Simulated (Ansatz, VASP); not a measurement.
## Be5I2: VASP beside Ansatz

INCAR

```
ALGO = Normal ; EDIFF = 1E-6
EDIFFG = -0.01 ; ENCUT = 600
GGA = PE ; IBRION = 2
ISIF = 3 ; ISMEAR = 0
LASPH = True ; LCHARG = False
LREAL = False ; LWAVE = False
NELM = 100 ; NSW = 100
PREC = Accurate ; SIGMA = 0.1
```

File KPOINTS:

```
k-points
0
Gamma
  8 8 4
```

Contents of POSCAR:

```
Be5I2
1.0
    5.1008198683      0.0000000000      0.0000000000
    0.0000000000      5.1008198683      0.0000000000
    0.0000000000      0.0000000000     10.4364110041
Be I
5 2
Direct
    0.7033584386      0.0000000000      0.5000000000
    0.2966415614      0.0000000000      0.5000000000
    0.0000000000      0.7033584386      0.5000000000
    0.0000000000      0.2966415614      0.5000000000
    0.0000000000      0.0000000000      0.0000000000
    0.0000000000      0.0000000000      0.2091165622
    0.0000000000      0.0000000000      0.7908834378
```

Input for Ansatz:

```yaml
crystal:
  lattice:
    - [5.1008198683, 0.0, 0.0]
    - [0.0, 5.1008198683, 0.0]
    - [0.0, 0.0, 10.4364110041]
  atoms:
    - { symbol: Be, position: [0.7033584386, 0.0, 0.5] }
    - { symbol: Be, position: [0.2966415614, 0.0, 0.5] }
    - { symbol: Be, position: [0.0, 0.7033584386, 0.5] }
    - { symbol: Be, position: [0.0, 0.2966415614, 0.5] }
    - { symbol: Be, position: [0.0, 0.0, 0.0] }
    - { symbol: I, position: [0.0, 0.0, 0.2091165622] }
    - { symbol: I, position: [0.0, 0.0, 0.7908834378] }
basis:
  ecutwfc: 420
kpoints:
  mp_grid: { grid: [8, 8, 4] }
hamiltonian:
  xc: pbe
scf:
  occupations: { method: gaussian, width: 0.1 }
output:
  forces: true
  stress: true
  eigenvalues: true
  write_density: true
  write_potential: true
  elf: true
  volumetric_format: npy
relax:
  adjacent_minimum: "off"
  f_tol: 0.01
  max_steps: 80
  cell: { stress_tol: 0.05 }
```

Alike in both runs: task relaxation of cell and atoms; functional PBE; k mesh 8 × 8 × 4; occupations gaussian, width 0.1 eV; no spin polarisation.

|  | VASP | Ansatz |
| --- | --- | --- |
| version | VASP 6.6.1 | Ansatz 0.2.0 |
| potentials or method | VASP PAW PBE potentials, release 64 (Be, I), cutoff 600 eV | scalar-relativistic, plane waves, PAW |
| valence electrons in the cell | 24 | 44 |

Ansatz gave:

* gap on the k mesh at the Fermi level, each at its own relaxed structure (eV): none
* relaxed volume (Å³/atom): 39.24
* relaxed cell length with the largest relative difference (Å): 10.585

**Question.** Which values does VASP return?

**Answer.** gap on the k mesh at the Fermi level, each at its own relaxed structure (eV): none; relaxed volume (Å³/atom): 39.25; relaxed cell length with the largest relative difference (Å): 10.578.

A gap of «none» marks a metal or a gap that the smearing closes. VASP's potentials hold 24 valence electrons a cell and Ansatz's 44, so a difference there can come from the potentials and not from the codes. Ansatz's warnings: xc potential rough in thin density.

Neither program's run includes spin-orbit coupling.
